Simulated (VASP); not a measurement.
Runs of VASP 6.6.1 on Al. The structure is that of space group P6/mmm (No. 191), or close to it. The cells are those of the table. 

```csv
task,level,cell,k mesh,cutoff (eV),gap on the mesh (eV),pressure (GPa),relaxed volume (Å³/atom),largest force (eV/Å)
relaxation of cell and atoms,r2SCAN,"relaxed from a = 4.547, b = 4.547, c = 2.754 Å, angles 90.0, 90.0, 120.0°, 2 atoms",7 × 7 × 10,600,none,0.0,(c),-
single point,PBE,"a = 4.547, b = 4.547, c = 2.754 Å, angles 90.0, 90.0, 120.0°, 2 atoms",7 × 7 × 10,520,none,-0.1,-,-
single point,PBE,"a = 4.636, b = 4.636, c = 2.808 Å, angles 90.0, 90.0, 120.0°, 2 atoms",7 × 7 × 10,520,none,(b),-,-
single point,PBE,"a = 4.547, b = 4.586, c = 2.754 Å, angles 90.0, 90.0, 120.9°, 2 atoms",6 × 6 × 8,520,none,0.0,-,0.12
single point,PBE,"a = 4.516, b = 4.516, c = 2.735 Å, angles 90.0, 90.0, 120.0°, 2 atoms",7 × 7 × 10,520,none,(a),-,-
single point,PBE,"a = 4.577, b = 4.577, c = 2.772 Å, angles 90.0, 90.0, 120.0°, 2 atoms",7 × 7 × 10,520,none,-0.9,-,-
single point,PBE,"a = 4.547, b = 4.527, c = 2.754 Å, angles 90.0, 90.0, 119.6°, 2 atoms",6 × 6 × 8,520,none,0.0,-,0.06
single point,PBE,"a = 4.485, b = 4.485, c = 2.717 Å, angles 90.0, 90.0, 120.0°, 2 atoms",7 × 7 × 10,520,none,1.9,-,-
single point,PBE,"a = 4.547, b = 4.547, c = 2.754 Å, angles 90.0, 90.0, 120.0°, 2 atoms",6 × 6 × 8,520,none,0.0,-,-
relaxation of cell and atoms,r2SCAN+D3(BJ),"relaxed from a = 4.547, b = 4.547, c = 2.754 Å, angles 90.0, 90.0, 120.0°, 2 atoms",7 × 7 × 10,600,none,0.0,23.77,-
single point,PBE,"a = 4.547, b = 4.566, c = 2.754 Å, angles 90.0, 90.0, 120.4°, 2 atoms",6 × 6 × 8,520,none,0.0,-,0.06
```

Alike in all rows: potentials or basis VASP PAW PBE potentials, release 64 (Al); no spin polarisation; smearing fermi-dirac 0.05 eV.

Task: Estimate the missing entries.

Result: (a) 0.9; (b) -2.3; (c) 24.11.

Caveats: the PAW data sets were made with another functional, which shifts forces and pressure a little (some runs); pairwise dispersion overbinds metals, which lowers pressure and volume (some runs).

A gap of «none» marks levels without a gap at the run's occupations.
